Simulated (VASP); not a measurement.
Input of a VASP 6.6.1 run:

Contents of INCAR:

```
SYSTEM = LaHg
ALGO = Normal
EDIFF = 1E-6
ENCUT = 520
GGA = CA
ISIF = 2
ISMEAR = -1
LASPH = .TRUE.
LCHARG = .FALSE.
LREAL = .FALSE.
LWAVE = .FALSE.
NBANDS = 18
NELM = 80
PREC = Accurate
SIGMA = 0.08
```

The input KPOINTS:

```
k-points
0
G
  11 11 11
  0 0 0
```

POSCAR

```
LaHg
1.0
    3.8497476020      0.0000000000      0.0000000000
    0.0000000000      3.8497476020      0.0000000000
    0.0000000000      0.0000000000      3.8497476020
La Hg
1 1
Direct
    0.5000000000      0.5000000000      0.5000000000
    0.0000000000      0.0000000000      0.0000000000
```

Potentials or basis: VASP PAW LDA potentials, release 64 (La, Hg).

Run with:

```console
$ cat potpaw_LDA.64/La/POTCAR potpaw_LDA.64/Hg/POTCAR > POTCAR
$ mpirun -np 1 vasp_std > vasp.out
```

**Question.** Estimate the pressure.

**Answer.** -2.3 GPa.

**Question.** Predict the band gap on the k mesh.

**Answer.** Zero (an odd number of electrons rules out a gap without spin polarisation).

Caveat: spin-orbit coupling is left out, which moves the levels of the heavy elements.
